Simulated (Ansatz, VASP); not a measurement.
Two plane-wave programs on Rh

The input POSCAR:

```
Rh
1.0
    0.0000000000      1.9008071574      1.9008071574
    1.9008071574      0.0000000000      1.9008071574
    1.9008071574      1.9008071574      0.0000000000
Rh
1
Direct
    0.0000000000      0.0000000000      0.0000000000
```

Contents of INCAR.step1:

```
SYSTEM = Rh
  ALGO = Normal
  EDIFF = 1E-4
  ENCUT = 520
  GGA = PE
  ISMEAR = -1
  LASPH = .True.
  LCHARG = .False.
  LREAL = .False.
  LWAVE = .True.
  NBANDS = 14
  NELM = 60
  PREC = Accurate
  SIGMA = 0.1
```

The input INCAR.step2:

```
SYSTEM = Rh
  ALGO = Normal
  EDIFF = 1E-7
  ENCUT = 520
  ISIF = 2
  ISMEAR = -1
  ISTART = 1
  LASPH = .True.
  LCHARG = .True.
  LELF = .True.
  LMIXTAU = .True.
  LREAL = .False.
  LVHAR = .True.
  LWAVE = .False.
  METAGGA = R2SCAN
  NBANDS = 14
  NELM = 60
  PREC = Accurate
  SIGMA = 0.1
```

File KPOINTS:

```
k-points
0
Gamma
  11 11 11
  0 0 0
```

Input for Ansatz:

```yaml
crystal:
  lattice:
    - [0.0, 1.9008071574, 1.9008071574]
    - [1.9008071574, 0.0, 1.9008071574]
    - [1.9008071574, 1.9008071574, 0.0]
  atoms:
    - { symbol: Rh, position: [0.0, 0.0, 0.0] }
hamiltonian:
  xc: r2scan
  pseudopotentials:
    kind: paw
    azcp:
      Rh: "pseudopotentials/Rh.paw.azcp"
basis:
  ecutwfc: 500
  fft_grid_basis: typed
kpoints:
  mp_grid: { grid: [11, 11, 11], shift: [0, 0, 0] }
magnetization:
  spin_polarized: false
scf:
  occupations: { method: fermi_dirac, width: 0.1 }
  lower_state_search: "off"
output:
  stress: true
```

Alike in both runs: task single point; functional r2SCAN; k mesh 11 × 11 × 11; occupations fermi-dirac, width 0.1 eV; no spin polarisation.

|  | VASP | Ansatz |
| --- | --- | --- |
| version | VASP 6.6.1 | Ansatz 0.2.0 |
| potentials or method | VASP PAW PBE potentials, release 64 (Rh_pv), cutoff 520 eV | plane waves (500 eV) with PAW, scalar-relativistic |
| valence electrons in the cell | 15 | 17 |

Ansatz gave:

* pressure (GPa): 0.2

**Question.** Estimate VASP's values.

**Answer.** Pressure (GPa): 1.5.

VASP's potentials were made for PBE, not for r2SCAN. The functional is the same, so the differences come from potentials, cutoffs and numerics. VASP's potentials hold 15 valence electrons a cell and Ansatz's 17, so a difference there can come from the potentials and not from the codes.
